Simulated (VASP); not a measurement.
## Te2Mo: single point with PBEsol

The system is Te2Mo, a slab with vacuum.

```
Te Mo
1.0
     3.56039    0.00000    0.00000
    -1.78020    3.08339    0.00000
     0.00000    0.00000   26.81126
Te Mo
4 2
Cartesian
  0.0000 2.0556 1.9693
  1.7802 1.0278 19.2625
  1.7802 1.0278 22.8420
  0.0000 2.0556 5.5488
  0.0000 2.0556 21.0514
  1.7802 1.0278 3.7599
```

```
Program             : VASP 6.6.1
Task                : single point
Functional          : PBEsol
Potentials or basis : VASP PAW PBE potentials, release 64 (Te, Mo_sv)
Cutoff              : 520 eV
k mesh              : 6 × 6 × 1
Occupations         : gaussian, width 0.1 eV
Spin                : no spin polarisation
```

* Largest force: 0.144 eV/Å
* Band gap on the k mesh: 1.04 eV

Forces in eV/Å, atoms in the order of the input:
```
Te   0.000  0.000  0.144
Te   0.000  0.000  0.129
Te   0.000  0.000 -0.144
Te   0.000  0.000 -0.129
Mo   0.000  0.000  0.019
Mo   0.000  0.000 -0.019
```

Levels at points of the mesh, in eV from the valence-band top:
| k point | band 22 | band 23 | band 24 | band 25 | band 26 | band 27 | band 28 | band 29 | band 30 | band 31 |
| --- | --- | --- | --- | --- | --- | --- | --- | --- | --- | --- |
| (0.00, 0.00, 0.00) | -0.90 | -0.90 | -0.90 | -0.41 | -0.35 | 3.07 | 3.07 | 3.07 | 3.07 | 3.37 |
| (0.50, 0.00, 0.00) | -1.54 | -0.71 | -0.71 | -0.34 | -0.34 | 1.39 | 1.39 | 1.73 | 1.74 | 3.28 |

It took 3.9 min on 1 thread of Intel Xeon 8259CL (shared host), peak memory 0.41 GiB.

Caveat: there is no dipole correction, which matters where the two faces differ; the PAW data sets were made with another functional, which shifts forces and pressure a little; spin-orbit coupling is left out, which moves the levels of the heavy elements.
